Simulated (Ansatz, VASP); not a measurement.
NbP: VASP beside Ansatz

INCAR

```
PREC = Accurate
ENCUT = 500
EDIFF = 1E-6
ISMEAR = -1
SIGMA = 0.02
LREAL = F
LASPH = T
NELM = 120
ALGO = Normal
ISIF = 2
LWAVE = F
LCHARG = T
GGA = PE
LELF = T
LVHAR = T
NBANDS = 26
GGA_COMPAT = F
```

File KPOINTS:

```
Automatic mesh
0
Gamma
  10 10 10
```

POSCAR

```
NbP
1.0
   -1.5970750053      1.5970750053      5.7320230932
    1.5970750053     -1.5970750053      5.7320230932
    1.5970750053      1.5970750053     -5.7320230932
Nb P
2 2
Direct
    0.7486947251      0.7486947251      0.0000000000
    0.4986947251      0.9986947251      0.5000000000
    0.3339338499      0.3339338499      0.0000000000
    0.0839338499      0.5839338499      0.5000000000
```

Input for Ansatz:

```yaml
crystal:
  lattice:
    - [-1.5970750053, 1.5970750053, 5.7320230932]
    - [1.5970750053, -1.5970750053, 5.7320230932]
    - [1.5970750053, 1.5970750053, -5.7320230932]
  atoms:
    - { symbol: Nb, position: [0.7486947251, 0.7486947251, 0.0] }
    - { symbol: Nb, position: [0.4986947251, 0.9986947251, 0.5] }
    - { symbol: P, position: [0.3339338499, 0.3339338499, 0.0] }
    - { symbol: P, position: [0.0839338499, 0.5839338499, 0.5] }
kpoints:
  mp_grid: { grid: [10, 10, 10] }
  band_path:
    path:
      - [0.0, 0.0, 0.0]
      - [0.0, 0.0, 0.5]
      - [0.25, 0.25, 0.25]
      - [0.0, 0.5, 0.0]
      - [0.5, 0.5, -0.5]
      - [0.2711998329, 0.7288001671, -0.2711998329]
      - [-0.2711998329, 0.2711998329, 0.2711998329]
      - [-0.0423996659, 0.0423996659, 0.5]
      - [0.5, 0.5, -0.0423996659]
      - [0.344076, -0.447591, 0.447591]
      - [-0.001302, 0.0, 0.231771]
    npoints: 1
hamiltonian:
  xc: pbe
scf:
  occupations: { method: fermi_dirac, width: 0.02 }
  n_extra_bands: 5
output:
  forces: true
  stress: true
  eigenvalues: true
```

Change from the starting cell: biaxial_xy strain -4.3%.

Alike in both runs: task single point; functional PBE; k mesh 10 × 10 × 10; occupations fermi-dirac, width 0.02 eV; no spin polarisation.

|  | VASP | Ansatz |
| --- | --- | --- |
| version | VASP 6.6.1 | Ansatz 0.2.0 |
| potentials or method | VASP PAW PBE potentials, release 64 (Nb_sv, P) | plane waves, PAW |
| plane-wave cutoff (eV) | 500 | 420 |
| valence electrons in the cell | 36 | 36 |

|  | VASP | Ansatz | Ansatz less VASP |
| --- | --- | --- | --- |
| pressure (GPa) | 21.6 | 22.2 | +0.62 |
| traceless stress, the component that is largest in VASP (GPa) | -8.42 | -8.45 | -0.033 |
| rms of the force components (eV/Å) | 0.004 | 0.004 | +0.0003 |

Atom by atom the forces differ by 0.000 eV/Å (rms over components).
